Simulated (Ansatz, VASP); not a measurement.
# SiBr5 in VASP and in Ansatz

```xyz
6
Lattice="5.6200 0.0000 0.0000 0.0000 5.6200 0.0000 0.0000 0.0000 5.6200" Properties=species:S:1:pos:R:3 pbc="T T T"
Si    0.0000    0.0000    0.0000
Br    4.3499    4.3499    1.2701
Br    4.3499    1.2701    4.3499
Br    1.2701    4.3499    4.3499
Br    1.2701    1.2701    1.2701
Br    2.8100    2.8100    2.8100
```

Alike in both runs: task relaxation of cell and atoms; functional PBE; k mesh 3 × 3 × 3; occupations gaussian, width 0.2 eV; no spin polarisation.

```csv
,VASP,Ansatz
version,VASP 6.6.1,Ansatz 0.2.0
potentials or method,"VASP PAW PBE potentials, release 64 (Si, Br), cutoff 600 eV","scalar-relativistic, plane waves, PAW"
valence electrons in the cell,39,39
```

Ansatz gave:

* relaxed volume (Å³/atom): 40.41
* relaxed length of the cell vector where the two differ most in proportion (Å): 6.236

Question: Which values does VASP return?

Answer: Relaxed volume (Å³/atom): 44.62; relaxed length of the cell vector where the two differ most in proportion (Å): 6.445.

The k mesh is coarse, so the values compare programs but aren't converged. Noted on VASP's run: the volume moved by over 15 % at a fixed basis, so the end points are rough.
